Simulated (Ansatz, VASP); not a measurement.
# MoS2 in VASP and in Ansatz

INCAR

```
ALGO = Fast
EDIFF = 1E-6
ENCUT = 520
GGA = PE
ISIF = 2
ISMEAR = 0
IVDW = 12
LASPH = T
LCHARG = F
LREAL = F
LWAVE = F
NBANDS = 20
NELM = 80
PREC = Accurate
SIGMA = 0.15
```

Contents of KPOINTS:

```
k-points
0
Gamma
  18 18 18
```

The input POSCAR:

```
MoS2
1.0
    1.6254811896      0.9384720024      5.9589013495
   -1.6254811896      0.9384720024      5.9589013495
    0.0000000000     -1.8769440048      5.9589013495
Mo S
1 2
Direct
    0.0000000000      0.0000000000      0.0000000000
    0.7563304588      0.7563304588      0.7563304588
    0.2436695412      0.2436695412      0.2436695412
```

Input for Ansatz:

```yaml
crystal:
  lattice:
    - [1.6254811896, 0.9384720024, 5.9589013495]
    - [-1.6254811896, 0.9384720024, 5.9589013495]
    - [0.0, -1.8769440048, 5.9589013495]
  atoms:
    - { symbol: Mo, position: [0.0, 0.0, 0.0] }
    - { symbol: S, position: [0.7563304588, 0.7563304588, 0.7563304588] }
    - { symbol: S, position: [0.2436695412, 0.2436695412, 0.2436695412] }
basis:
  ecutwfc: 420
kpoints:
  mp_grid: { grid: [18, 18, 18] }
hamiltonian:
  xc: pbe
  dispersion: d3bj
scf:
  occupations: { method: gaussian, width: 0.15 }
output:
  forces: true
  stress: true
  eigenvalues: true
```

Change from the starting cell: strain +0.0375 x Voigt [1, 1, 0, 0, 0, 0], atoms carried along.

Alike in both runs: task single point; functional PBE; dispersion D3(BJ); k mesh 18 × 18 × 18; occupations gaussian, width 0.15 eV; no spin polarisation.

```csv
,VASP,Ansatz
version,VASP 6.6.1,Ansatz 0.2.0
potentials or method,"VASP PAW PBE potentials, release 64 (Mo_sv, S), cutoff 520 eV","scalar-relativistic, plane waves, PAW"
valence electrons in the cell,26,26
```

Ansatz gave:

```
gap on the k mesh at the Fermi level (eV)                     : none
pressure (GPa)                                                : -8.9
traceless stress, the component that is largest in VASP (GPa) : 1.12
rms of the force components (eV/Å)                            : 0.389
```

Question: Estimate VASP's values.

Answer: gap on the k mesh at the Fermi level (eV): none; pressure (GPa): -9.0; traceless stress, the component that is largest in VASP (GPa): 1.12; rms of the force components (eV/Å): 0.392.

Atom by atom the forces differ by 0.004 eV/Å (rms over components). A gap of «none» marks a metal or a gap that the smearing closes.
